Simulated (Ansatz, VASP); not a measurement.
**Two plane-wave programs on BeTe**

```
Be Te
1.0
     0.00000    2.77000    2.77000
     2.77000    0.00000    2.77000
     2.77000    2.77000    0.00000
Be Te
1 1
Direct
  0.00000 0.00000 0.00000
  0.25000 0.25000 0.25000
```

Alike in both runs: task relaxation of the atoms; functional PBE; k mesh 9 × 9 × 9; occupations fermi-dirac, width 0.02 eV; no spin polarisation.

|  | VASP | Ansatz |
| --- | --- | --- |
| version | VASP 6.6.1 | Ansatz 0.2.0 |
| potentials or method | VASP PAW PBE potentials, release 64 (Be, Te) | plane-wave PAW, scalar-relativistic |
| plane-wave cutoff (eV) | 520 | 420 |
| valence electrons in the cell | 8 | 18 |

|  | VASP | Ansatz | Ansatz less VASP |
| --- | --- | --- | --- |
| gap on the k mesh at the Fermi level, each at its own relaxed structure (eV) | 1.88 | 1.90 | +0.016 |

VASP's potentials hold 8 valence electrons a cell and Ansatz's 18, so a difference there can come from the potentials and not from the codes. Ansatz's warnings: stress scf threshold loose.

Spin-orbit coupling is off throughout. Noted on VASP's run: the relaxation stopped at its first step, so nothing moved.
